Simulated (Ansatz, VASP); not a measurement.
## One calculation of LuH2, two programs

INCAR

```
PREC = Accurate ; ENCUT = 520
EDIFF = 1E-6 ; ISMEAR = -1
SIGMA = 0.02 ; LREAL = F
LASPH = T ; NELM = 100
ALGO = Normal ; ISIF = 2
LWAVE = F ; LCHARG = T
GGA = CA ; LELF = T
LVHAR = T ; NBANDS = 20
```

KPOINTS

```
regular mesh
0
Gamma
  8 8 8
```

The input POSCAR:

```
LuH2
1.0
    0.0000000000      2.4913350000      2.5165000000
    2.4913350000      0.0000000000      2.5165000000
    2.4913350000      2.4913350000      0.0000000000
Lu H
1 2
Direct
    0.0000000000      0.0000000000      0.0000000000
    0.2500000000      0.2500000000      0.2500000000
    0.7500000000      0.7500000000      0.7500000000
```

Input for Ansatz:

```yaml
crystal:
  lattice:
    - [0.0, 2.491335, 2.5165]
    - [2.491335, 0.0, 2.5165]
    - [2.491335, 2.491335, 0.0]
  atoms:
    - { symbol: Lu, position: [0.0, 0.0, 0.0] }
    - { symbol: H, position: [0.25, 0.25, 0.25] }
    - { symbol: H, position: [0.75, 0.75, 0.75] }
kpoints:
  mp_grid: { grid: [8, 8, 8] }
  band_path:
    path:
      - [0.0, 0.0, 0.0]
      - [0.0, 0.5, 0.5]
      - [0.25, 0.75, 0.5]
      - [0.0, 0.5, 0.0]
      - [0.0, 0.0, 0.0]
      - [0.5, 0.5, 0.0]
      - [0.3725125, 0.6274875, 0.0]
      - [-0.3725125, 0.3725125, 0.0]
      - [0.0, 0.0, 0.0]
    npoints: 5
scf:
  occupations: { method: fermi_dirac, width: 0.02 }
hamiltonian:
  xc: lda
  pseudopotentials: { kind: all_electron, lapw: { basis_error: 0.001 } }
output:
  forces: true
  stress: true
  eigenvalues: true
```

Change from the starting cell: equal xx and yy strain of -1 %.

Alike in both runs: task single point; functional LDA; k mesh 8 × 8 × 8; occupations fermi-dirac, width 0.02 eV; no spin polarisation.

```csv
,VASP,Ansatz
version,VASP 6.6.1,Ansatz 0.2.0
potentials or method,"VASP PAW PBE potentials, release 64 (Lu, H), cutoff 520 eV","all-electron LAPW, scalar-relativistic"
```

Ansatz gave:

* pressure (GPa): -5.1
* traceless stress, the component that is largest in VASP (GPa): 0.17

Estimate VASP's values.

pressure (GPa): -4.5; traceless stress, the component that is largest in VASP (GPa): 0.16.

VASP's potentials were made for PBE, not for LDA. LDA's correlation is that of Perdew and Zunger in VASP and of Perdew and Wang (1992) in Ansatz. Ansatz ran all-electron here, and VASP with PAW potentials.

Spin-orbit coupling is off throughout.
